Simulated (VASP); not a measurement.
# TaC47 (a cell with a defect) in VASP: single point with PBE

Aim: the single point of TaC47 (a cell with a defect) with PBE.

All numbers are computed with VASP 6.6.1; they aren't measurements. Logs are shortened: lines on timing, memory, paths and dates and some standing lists are left out, and cuts for length are marked.

## 1. The cell of the first run

The cell holds a defect, 48 atoms: a = 8.025 Å, b = 8.025 Å, c = 8.556 Å, α = 105.46°, β = 105.46°, γ = 115.57°.

## 2. Single point, PBE, collinear spin, zero start

INCAR

```
ALGO = Normal ; EDIFF = 1E-6
ENCUT = 520 ; GGA = PE
GGA_COMPAT = F ; ISIF = 2
ISMEAR = 0 ; ISPIN = 2
LASPH = T ; LCHARG = F
LMAXMIX = 4 ; LORBIT = 11
LREAL = Auto ; LWAVE = F
MAGMOM = 0 0 0 0 0 0 0 0 0 0 0 0 0 0 0 0 0 0 0 0 0 0 0 0 0 0 0 0 0 0 0 0 0 0 0 0 0 0 0 0 0 0 0 0 0 0 0 0 ; NBANDS = 134
NELM = 200 ; PREC = Accurate
SIGMA = 0.05
```

KPOINTS

```
k-points
0
Gamma
  2 2 2
```

POSCAR

```
TaC47
1.0
    3.7050000000     -2.1390830000     -6.7900000000
    3.7050000000     -2.1390830000      6.7900000000
   -7.4100000000     -4.2781650000      0.0000000000
Ta C
1 47
Direct
   -0.0281333255      0.1562897568      0.0571365340
    0.5314637337      0.5154429094      0.0121449957
    0.6794765154      0.6946791781      0.8431608674
    0.1992162785      0.1850012648      0.8407608961
    0.3655253878      0.3484269071      0.6789334698
    0.8449535045      0.8607404223      0.6774215219
    0.0304420097      0.0131895198      0.5138741850
    0.5241201497      0.5178889972      0.5113446888
    0.6972992562      0.6803186950      0.3473851874
    0.2000827759      0.1774733975      0.3498170867
    0.3697579009      0.3494196194      0.1788383170
    0.8591119169      0.8415792932      0.1821492583
    0.7143399146      0.2355433301     -0.0148905062
    0.2245685298      0.7284533118     -0.0139019500
    0.3893715916      0.8948413845      0.8190428604
    0.8896699781      0.3970570492      0.8186780972
    0.0592673903      0.5605289689      0.6530911338
    0.5567456991      0.0611914168      0.6518719995
    0.7258375456      0.2268017302      0.4863423675
    0.2260132148      0.7275562602      0.4866049989
    0.3932775381      0.8930889486      0.3196976662
    0.8898294084      0.3966177554      0.3210790743
    0.0569592525      0.5651363025      0.1531248897
    0.5558830330      0.0617689882      0.1532821352
    0.2060911862      0.1975140785      0.0081527757
    0.6886896637      0.6862217762      0.0115808021
    0.8201057605      0.8733547209      0.8371956645
    0.3673193642      0.3481327005      0.8434509904
    0.5246309228      0.5190471717      0.6774871055
    1.0219797642      0.0206690549      0.6777822371
    0.2006840540      0.1790322629      0.5161680980
    0.6898530582      0.6848524995      0.5122418368
    0.8635370159      0.8426887093      0.3481161652
    0.3625037755      0.3458683614      0.3445352339
    0.5361170043      0.5155406182      0.1800990852
    1.0247724812      0.0107682832      0.1916903327
    0.5527002273      0.0632715037     -0.0141961807
    0.0569600862      0.5639506114     -0.0144229357
    0.2248090458      0.7277312499      0.8193788207
    0.7205048011      0.2312213081      0.8179025346
    0.8920066652      0.3942855207      0.6526997007
    0.3908791030      0.8944243004      0.6524457036
    0.5593502441      0.0596207613      0.4860334606
    0.0592336074      0.5609201561      0.4869559798
    0.2264521413      0.7278451671      0.3199544736
    0.7238393695      0.2279210336      0.3202826460
    0.8845773740      0.4028590073      0.1537491197
    0.3916542215      0.8942103065      0.1529130869
```

Potentials or basis: VASP PAW PBE potentials, release 64 (Ta_pv, C).

Launch:

```console
cat potpaw_PBE.64/Ta_pv/POTCAR potpaw_PBE.64/C/POTCAR > POTCAR
mpirun -np 1 vasp_std > vasp.out
```

OUTCAR:

```text
EDIFF = 1E-6
   ENCUT = 520
   GGA = PE
   ISIF = 2
   ISMEAR = 0
   ISPIN = 2
   LASPH = T
   LORBIT = 11
   LREAL = Auto
   NELM = 200
   PREC = Accurate

 ion  position               nearest neighbor table
   1  0.972  0.156  0.057-  36 1.94  25 1.94  27 2.07  13 2.39  47 2.39  10 2.59  11 2.60  34 2.82

   2  0.531  0.515  0.012-  26 1.41  35 1.43  28 1.43
   3  0.679  0.695  0.843-  27 1.42  29 1.42  26 1.44
   4  0.199  0.185  0.841-  25 1.39  28 1.41  30 1.43
   5  0.366  0.348  0.679-  28 1.40  31 1.41  29 1.42
   6  0.845  0.861  0.677-  27 1.42  32 1.42  30 1.44
   7  0.030  0.013  0.514-  30 1.41  31 1.43  33 1.43
   8  0.524  0.518  0.511-  29 1.42  32 1.42  34 1.43
   9  0.697  0.680  0.347-  33 1.40  35 1.41  32 1.42
  10  0.200  0.177  0.350-  36 1.41  31 1.42  34 1.44   1 2.59
  11  0.370  0.349  0.179-  25 1.41  35 1.42  34 1.44   1 2.60
  12  0.859  0.842  0.182-  36 1.39  33 1.41  26 1.43
  13  0.714  0.236  0.985-  37 1.43  40 1.44  47 1.44   1 2.39
  14  0.225  0.728  0.986-  38 1.42  39 1.43  48 1.43
  15  0.389  0.895  0.819-  39 1.42  37 1.42  42 1.43
  16  0.890  0.397  0.819-  41 1.42  38 1.43  40 1.43
  17  0.059  0.561  0.653-  44 1.42  39 1.42  41 1.43
[... 17 lines left out ...]
  35  0.536  0.516  0.180-   9 1.41  11 1.42   2 1.43
  36  0.025  0.011  0.192-  12 1.39  10 1.41   1 1.94
  37  0.553  0.063  0.986-  15 1.42  24 1.43  13 1.43
  38  0.057  0.564  0.986-  14 1.42  16 1.43  23 1.43
  39  0.225  0.728  0.819-  15 1.42  17 1.42  14 1.43
  40  0.721  0.231  0.818-  18 1.42  16 1.43  13 1.44
  41  0.892  0.394  0.653-  16 1.42  17 1.43  19 1.43
  42  0.391  0.894  0.652-  20 1.42  18 1.43  15 1.43
  43  0.559  0.060  0.486-  18 1.42  21 1.42  19 1.43
  44  0.059  0.561  0.487-  17 1.42  22 1.42  20 1.43
  45  0.226  0.728  0.320-  21 1.42  23 1.43  20 1.43
  46  0.724  0.228  0.320-  19 1.42  22 1.43  24 1.43
  47  0.885  0.403  0.154-  22 1.44  23 1.44  13 1.44   1 2.39
  48  0.392  0.894  0.153-  24 1.42  14 1.43  21 1.43

  LATTYP: Found a face centered orthorhombic cell.
 ALAT       =     8.5563312420
 B/A-ratio  =     1.5871288308
 C/A-ratio  =     1.7320507074

  Lattice vectors:

 A1 = (  -3.7050000000,  -6.4172480000,   6.7900000000)
 A2 = (  -0.0000000000,  -8.5563310000,   0.0000000000)
 A3 = (   3.7050000000,  -2.1390830000,   6.7900000000)

Analysis of symmetry for initial positions (statically):
=====================================================================
 Subroutine PRICEL returns:
 Original cell was already a primitive cell.

 Routine SETGRP: Setting up the symmetry group for a
 face centered orthorhombic supercell.

 Subroutine GETGRP returns: Found  1 space group operations
 (whereof  1 operations were pure point group operations)
 out of a pool of  8 trial point group operations.

The static configuration has the point symmetry C_1 .

Analysis of symmetry for dynamics (positions and initial velocities):
=====================================================================
 Subroutine PRICEL returns:
 Original cell was already a primitive cell.

 Routine SETGRP: Setting up the symmetry group for a
 face centered orthorhombic supercell.

 Subroutine GETGRP returns: Found  1 space group operations
 (whereof  1 operations were pure point group operations)
 out of a pool of  8 trial point group operations.

The dynamic configuration has the point symmetry C_1 .

Analysis of structural, dynamic, and magnetic symmetry:
=====================================================================
 Subroutine PRICEL returns:
 Original cell was already a primitive cell.

 Routine SETGRP: Setting up the symmetry group for a
 face centered orthorhombic supercell.

 Subroutine GETGRP returns: Found  1 space group operations
 (whereof  1 operations were pure point group operations)
 out of a pool of  8 trial point group operations.

The overall configuration has the point symmetry C_1 .

 Subroutine INISYM returns: Found  1 space group operations
 (whereof  1 operations are pure point group operations),
 and found     1 'primitive' translations

----------------------------------------------------------------------------------------

                                     Primitive cell

  volume of cell :     430.5024

  direct lattice vectors                    reciprocal lattice vectors
     3.705000000 -2.139083000 -6.790000000     0.067476375 -0.116872524 -0.073637703
     3.705000000 -2.139083000  6.790000000     0.067476375 -0.116872524  0.073637703
[... 153 lines left out ...]
   ICHARG =      2    charge: 1-file 2-atom 10-const
   ISPIN  =      2    spin polarized calculation?
   LNONCOLLINEAR =      F non collinear calculations
   LSORBIT =      F    spin-orbit coupling
   LASPH  =      T    aspherical Exc in radial PAW
   ENCUT  =  520.0 eV  38.22 Ry    6.18 a.u.  14.92 14.92 15.91*2*pi/ulx,y,z
   NELM   =    200;   NELMIN=  2; NELMDL= -5     # of ELM steps
   EDIFF  = 0.1E-05   stopping-criterion for ELM
   LREAL  =      T    real-space projection
   EDIFFG = 0.1E-04   stopping-criterion for IOM
   NSW    =      0    number of steps for IOM
   IBRION =     -1    ionic relax: 0-MD 1-quasi-New 2-CG
   NFREE  =      0    steps in history (QN), initial steepest desc. (CG)
   ISIF   =      2    stress and relaxation
   ISYM   =      2    0-nonsym 1-usesym 2-fastsym
   POTIM  = 0.5000    time-step for ionic-motion
   TEBEG  =    0.0;   TEEND  =   0.0 temperature during run
   PSTRESS=    0.0 pullay stress
   NELECT =     199.0000    total number of electrons
   NUPDOWN=      -1.0000    fix difference up-down
   EMIN   =  10.00;   EMAX   =-10.00  energy-range for DOS
   EFERMI =   0.00;   METHOD = LEGACY
   ISMEAR =     0;   SIGMA  =   0.05  broadening in eV -4-tet -1-fermi 0-gaus
   EFERMI_NEDOS =   21; number of points for ismear=-14 and -15
   IALGO  =     38    algorithm
   IMIX   =      4    mixing-type and parameters
     AMIX     =   0.40;   BMIX     =  1.00
     AMIX_MAG =   1.60;   BMIX_MAG =  1.00
  volume/ion in A,a.u.               =       8.97        60.52
  Fermi-wavevector in a.u.,A,eV,Ry     =   1.265807  2.392028 21.800155  1.602266
  Thomas-Fermi vector in A             =   2.399040
   LORBIT       =     11    0 simple, 1 ext, 2 COOP (PROOUT), +10 PAW based schemes
   GGA     = PE    functional components
   LHFCALC =     F    Hartree Fock is set to
   AEXX    =    0.0000 exact exchange contribution
   IVDW    =     0    specifies the selected vdW correction
   LEPSILON=     F    determine dielectric tensor
   LRPA    =     F    only Hartree local field effects (RPA)
 spin polarized calculation
 Gauss-broadening in eV      SIGMA  =   0.05
  energy-cutoff  :      520.00
  volume of cell :      430.50
 maximum number of plane-waves:     11632
 NGX is ok and might be reduce to    60
   NGX = 29   NGY = 29   NGZ = 31

 number of electron     198.9999998 magnetization      -0.0000019

 number of electron     198.9999998 magnetization       0.0000001

 Free energy of the ion-electron system (eV)
  ---------------------------------------------------
  ext. energy  EPLUGINS =         0.00000000
  ---------------------------------------------------
  free energy    TOTEN  =      -438.58463450 eV

  energy without entropy =     -438.58151158  energy(sigma->0) =     -438.58307304

 E-fermi :   5.0120     XC(G=0): -10.4316

 val. band max:        4.9669114592   @ k =   0.5000   0.5000   0.0000
 cond. band min:       5.0571660252   @ k =   0.0000   0.0000   0.0000
 fundamental gap:      0.0902545660
 Fermi energy:         5.0120386777

 spin component 1

 k-point     1 :       0.0000    0.0000    0.0000
  band No.  band energies     occupation
      1     -30.3745      1.00000
      2     -30.2230      1.00000
      3     -29.9366      1.00000
      4     -14.9078      1.00000
      5     -14.4074      1.00000
      6     -13.1348      1.00000
[... 901 lines left out ...]
    110       7.9577      0.00000
    111       8.1457      0.00000
 Fermi energy:         5.0120386777

 spin component 2

 k-point     1 :       0.0000    0.0000    0.0000
  band No.  band energies     occupation
      1     -30.3745      1.00000
      2     -30.2230      1.00000
      3     -29.9366      1.00000
      4     -14.9078      1.00000
      5     -14.4074      1.00000
      6     -13.1348      1.00000
[... 901 lines left out ...]
    110       7.9577      0.00000
    111       8.1457      0.00000
 [bands above 111 left out]

------------------------ aborting loop because EDIFF is reached ----------------------------------------

  FORCE on cell =-STRESS in cart. coord.  units (eV):
  Direction    XX          YY          ZZ          XY          YZ          ZX
  --------------------------------------------------------------------------------------
  -------------------------------------------------------------------------------------
  Total       19.7069393     12.7283724      9.5966042      0.2078433      0.7384575     -0.1290687
  in kB       73.3422453     47.3704920     35.7151605      0.7735190      2.7482772     -0.4803478
  external PRESSURE =      52.1426326 kB  Pullay stress =       0.0000000 kB

 VOLUME and BASIS-vectors are now :
 -----------------------------------------------------------------------------
  energy-cutoff  :      520.00
  volume of cell :      430.50
      direct lattice vectors                 reciprocal lattice vectors
     3.705000000 -2.139083000 -6.790000000     0.067476375 -0.116872524 -0.073637703
     3.705000000 -2.139083000  6.790000000     0.067476375 -0.116872524  0.073637703
    -7.410000000 -4.278165000  0.000000000    -0.067476391 -0.116872524  0.000000000

 POSITION                                       TOTAL-FORCE (eV/Angst)
 -----------------------------------------------------------------------------------
      3.75644     -2.65766     -5.53777         0.010626      0.048015      0.079993
      3.78879     -2.29138     -0.10878        -0.008734      0.005811     -0.002507
     -1.15658     -6.54661      0.10323        -0.005165      0.001535      0.004249
     -4.80651     -4.41879     -0.09652        -0.002551      0.004240     -0.010668
     -2.38570     -4.43179     -0.11610         0.007303      0.005250     -0.006780
      1.29990     -6.54674      0.10719         0.005403     -0.007974      0.014442
[... 40 lines left out ...]
      3.63067     -3.41170     -3.27087         0.001316     -0.008303      0.022844
      3.63104     -3.40476      3.41236        -0.000287      0.004237     -0.000715
 -----------------------------------------------------------------------------------
    total drift:                               -0.016180      0.005131      0.009142

  FREE ENERGIE OF THE ION-ELECTRON SYSTEM (eV)
  ---------------------------------------------------
  free  energy   TOTEN  =      -438.5846344958 eV

  energy  without entropy=     -438.5815115761  energy(sigma->0) =     -438.58307304

 total charge

# of ion       s       p       d       tot
------------------------------------------
    1        0.410   6.186   2.578   9.174
    2        0.866   1.785   0.000   2.651
    3        0.862   1.767   0.000   2.629
    4        0.870   1.799   0.000   2.669
    5        0.870   1.807   0.000   2.678
    6        0.862   1.767   0.000   2.629
[... 40 lines left out ...]
   47        0.856   1.796   0.000   2.652
   48        0.862   1.790   0.000   2.651
--------------------------------------------------
tot         41.013  90.165   2.578 133.755

 magnetization (x)

# of ion       s       p       d       tot
------------------------------------------
    1        0.000  -0.000   0.000   0.000
    2       -0.000  -0.000   0.000  -0.000
    3        0.000  -0.000   0.000   0.000
    4       -0.000   0.000   0.000  -0.000
    5       -0.000  -0.000   0.000  -0.000
    6       -0.000  -0.000   0.000  -0.000
[... 40 lines left out ...]
   47       -0.000   0.000   0.000  -0.000
   48       -0.000  -0.000   0.000  -0.000
--------------------------------------------------
tot         -0.000  -0.000   0.000  -0.000
```

Run time: 26 min. Hardware: 1 thread of AMD EPYC 9R14 (Zen 4), shared host; peak memory 0.99 GiB.

Results:

```yaml
Free_energy: -438.5846 eV
Pressure: 5.2 GPa
Largest_force: 0.094 eV/Å
Net_moment: 0.00 μB per cell
Valence_electrons_inside_the_program's_atomic_spheres: Ta 9.17; C 2.65, 2.63, 2.67, 2.68, 2.64, 2.59, 2.66 (each value once)
```

Forces in eV/Å, atoms in the order of the input:
```
Ta   0.011  0.048  0.080
C   -0.009  0.006 -0.003
C   -0.005  0.002  0.004
C   -0.003  0.004 -0.011
C    0.007  0.005 -0.007
C    0.005 -0.008  0.014
C    0.015 -0.002 -0.001
C    0.001  0.001  0.011
C   -0.010 -0.003 -0.005
C    0.003 -0.008 -0.012
C   -0.006 -0.006 -0.014
C    0.005  0.005 -0.007
C    0.001 -0.012  0.006
C   -0.007 -0.003 -0.008
C   -0.007  0.000  0.001
C    0.005 -0.002  0.007
C    0.005 -0.006 -0.001
C    0.011 -0.008 -0.001
C    0.003 -0.005 -0.001
C   -0.001  0.000  0.008
C   -0.003 -0.003 -0.006
C    0.004  0.000  0.006
C    0.007 -0.005 -0.002
C   -0.002 -0.001  0.001
C    0.010  0.006 -0.036
C    0.004  0.007  0.012
C   -0.010 -0.015 -0.017
C   -0.010 -0.004  0.005
C    0.007  0.011 -0.008
C   -0.010  0.003  0.010
C   -0.012  0.005 -0.004
C   -0.006  0.010 -0.006
C    0.012 -0.008 -0.002
C   -0.006  0.003 -0.002
C    0.010  0.005  0.004
C    0.000  0.002 -0.051
C   -0.005 -0.002 -0.002
C    0.001 -0.007  0.001
C    0.007 -0.003 -0.006
C   -0.008  0.003  0.015
C   -0.003  0.000  0.004
C   -0.001  0.000  0.001
C   -0.008 -0.002  0.003
C    0.000  0.002 -0.001
C   -0.003 -0.006 -0.006
C   -0.001 -0.004  0.004
C    0.001 -0.008  0.023
C    0.000  0.004 -0.001
```

Stress tensor (GPa, compression positive):
```
 7.33  0.08 -0.05
 0.08  4.74  0.27
-0.05  0.27  3.57
```

Levels at points of the mesh, in eV from the Fermi level:
Spin up:
```
           k point  band 96  band 97  band 98  band 99  band 100  band 101  band 102  band 103
(0.00, 0.00, 0.00)    -1.08    -0.91    -0.59    -0.52     -0.21      0.05      0.33      0.71
(0.50, 0.00, 0.00)    -2.10    -1.92    -1.83    -0.93      0.30      0.79      1.04      1.36
(0.00, 0.50, 0.50)    -2.10    -1.84    -1.69    -1.31      0.56      0.77      1.03      1.28
(0.00, 0.50, 0.00)    -2.09    -1.96    -1.67    -1.03      0.30      0.95      1.16      1.31
(0.50, 0.00, 0.50)    -2.08    -1.85    -1.68    -1.30      0.57      0.77      1.00      1.33
(0.50, 0.50, 0.00)    -0.81    -0.62    -0.61    -0.44     -0.31     -0.21     -0.05      0.66
(0.00, 0.00, 0.50)    -2.01    -1.75    -1.49    -0.94      0.28      0.88      1.00      1.19
(0.50, 0.50, 0.50)    -2.06    -1.98    -1.84    -0.93      0.28      0.83      0.97      1.38
```
Spin down:
| k point | band 95 | band 96 | band 97 | band 98 | band 99 | band 100 | band 101 | band 102 | band 103 | band 104 |
| --- | --- | --- | --- | --- | --- | --- | --- | --- | --- | --- |
| (0.00, 0.00, 0.00) | -1.85 | -1.08 | -0.91 | -0.59 | -0.52 | -0.21 | 0.05 | 0.33 | 0.71 | 0.92 |
| (0.50, 0.00, 0.00) | -2.16 | -2.10 | -1.92 | -1.83 | -0.93 | 0.30 | 0.79 | 1.04 | 1.36 | 1.52 |
| (0.00, 0.50, 0.50) | -2.17 | -2.10 | -1.84 | -1.69 | -1.31 | 0.56 | 0.77 | 1.03 | 1.28 | 1.76 |
| (0.00, 0.50, 0.00) | -2.32 | -2.09 | -1.96 | -1.67 | -1.03 | 0.30 | 0.95 | 1.16 | 1.31 | 1.43 |
| (0.50, 0.00, 0.50) | -2.16 | -2.08 | -1.85 | -1.68 | -1.30 | 0.57 | 0.77 | 1.00 | 1.33 | 1.76 |
| (0.50, 0.50, 0.00) | -1.94 | -0.81 | -0.62 | -0.61 | -0.44 | -0.31 | -0.21 | -0.05 | 0.66 | 1.08 |
| (0.00, 0.00, 0.50) | -2.41 | -2.01 | -1.75 | -1.49 | -0.94 | 0.28 | 0.88 | 1.00 | 1.19 | 1.45 |
| (0.50, 0.50, 0.50) | -2.24 | -2.06 | -1.98 | -1.84 | -0.93 | 0.28 | 0.83 | 0.97 | 1.38 | 1.46 |

Caveat: the k points lie up to 0.48 Å⁻¹ apart; spin-orbit coupling is left out, which moves the levels of the heavy elements.
